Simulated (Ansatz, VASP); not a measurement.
## NaCl in VASP and in Ansatz

The input INCAR:

```
SYSTEM = NaCl
ALGO = Normal ; EDIFF = 1E-7
ENCUT = 520 ; GGA = PE
ISIF = 2 ; ISMEAR = -1
LASPH = .TRUE. ; LCHARG = .FALSE.
LREAL = .FALSE. ; LWAVE = .FALSE.
NBANDS = 14 ; NELM = 80
PREC = Accurate ; SIGMA = 0.02
```

KPOINTS

```
k-points
0
G
  6 6 6
  0 0 0
```

POSCAR

```
NaCl
1.0
    0.0000000000      2.7940632177      2.7940632177
    2.7940632177      0.0000000000      2.7940632177
    2.7940632177      2.7940632177      0.0000000000
Cl Na
1 1
Direct
    0.5000000000      0.5000000000      0.5000000000
    0.0000000000      0.0000000000      0.0000000000
```

File input.yaml:

```yaml
crystal:
  lattice:
    - [0.0, 2.7940632177, 2.7940632177]
    - [2.7940632177, 0.0, 2.7940632177]
    - [2.7940632177, 2.7940632177, 0.0]
  atoms:
    - { symbol: Cl, position: [0.5, 0.5, 0.5] }
    - { symbol: Na, position: [0.0, 0.0, 0.0] }
kpoints:
  mp_grid: { grid: [6, 6, 6] }
scf:
  occupations: { method: fermi_dirac, width: 0.02 }
hamiltonian:
  xc: pbe
  pseudopotentials: { kind: all_electron, lapw: { basis_error: 0.004 } }
output:
  forces: true
  stress: true
  eigenvalues: true
```

Alike in both runs: task single point; functional PBE; k mesh 6 × 6 × 6; occupations fermi-dirac, width 0.02 eV; no spin polarisation.

```csv
,VASP,Ansatz
version,VASP 6.6.1,Ansatz 0.2.0
potentials or method,"VASP PAW PBE potentials, release 64 (Cl, Na_pv), cutoff 520 eV","all-electron LAPW, scalar-relativistic"
```

|  | VASP | Ansatz | Ansatz less VASP |
| --- | --- | --- | --- |
| gap on the k mesh at the Fermi level (eV) | 5.22 | 5.22 | -0.001 |
| least direct gap on the mesh (eV) | 5.22 | 5.22 | -0.001 |
| pressure (GPa) | 1.5 | 1.6 | +0.05 |

Ansatz ran all-electron here, and VASP with PAW potentials.
